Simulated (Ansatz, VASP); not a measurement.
**One calculation of Au, two programs**

File INCAR:

```
ALGO = Fast
EDIFF = 1E-7
ENCUT = 520
GGA = PS
ISIF = 2
ISMEAR = 0
LASPH = True
LCHARG = True
LELF = True
LREAL = False
LVHAR = True
LWAVE = False
NBANDS = 12
NELM = 80
PREC = Accurate
SIGMA = 0.15
```

Contents of KPOINTS:

```
k-points
0
Gamma
  20 20 20
```

File POSCAR:

```
Au
1.0
   -1.6572690000      1.7297745188      1.7297745188
    1.6572690000     -1.5847634812      1.5847634812
    1.6572690000      1.5847634812     -1.5847634812
Au
1
Direct
    0.0000000000      0.0000000000      0.0000000000
```

Input for Ansatz:

```yaml
crystal:
  lattice:
    - [-1.657269, 1.7297745188, 1.7297745188]
    - [1.657269, -1.5847634812, 1.5847634812]
    - [1.657269, 1.5847634812, -1.5847634812]
  atoms:
    - { symbol: Au, position: [0.0, 0.0, 0.0] }
basis:
  ecutwfc: 420
kpoints:
  mp_grid: { grid: [20, 20, 20] }
hamiltonian:
  xc: pbesol
scf:
  occupations: { method: gaussian, width: 0.15 }
output:
  forces: true
  stress: true
  eigenvalues: true
  write_density: true
  write_potential: true
  elf: true
  volumetric_format: npy
```

Change from the starting cell: strain +0.0875 x Voigt [0, 0, 0, 1, 0, 0], atoms carried along.

Alike in both runs: task single point; functional PBEsol; k mesh 20 × 20 × 20; occupations gaussian, width 0.15 eV; no spin polarisation.

|  | VASP | Ansatz |
| --- | --- | --- |
| version | VASP 6.6.1 | Ansatz 0.2.0 |
| potentials or method | VASP PAW PBE potentials, release 64 (Au), cutoff 520 eV | scalar-relativistic, plane waves, PAW |
| valence electrons in the cell | 11 | 19 |

VASP gave:

* gap on the k mesh at the Fermi level (eV): none
* pressure (GPa): -8.0
* traceless stress, the component that is largest in VASP (GPa): -4.19

Question: What did Ansatz give for the same quantities?

Answer: gap on the k mesh at the Fermi level (eV): none; pressure (GPa): -7.8; traceless stress, the component that is largest in VASP (GPa): -4.23.

VASP's potentials were made for PBE, not for PBEsol. A gap of «none» marks a metal or a gap that the smearing closes. VASP's potentials hold 11 valence electrons a cell and Ansatz's 19, so a difference there can come from the potentials and not from the codes.

Spin-orbit coupling is off throughout.
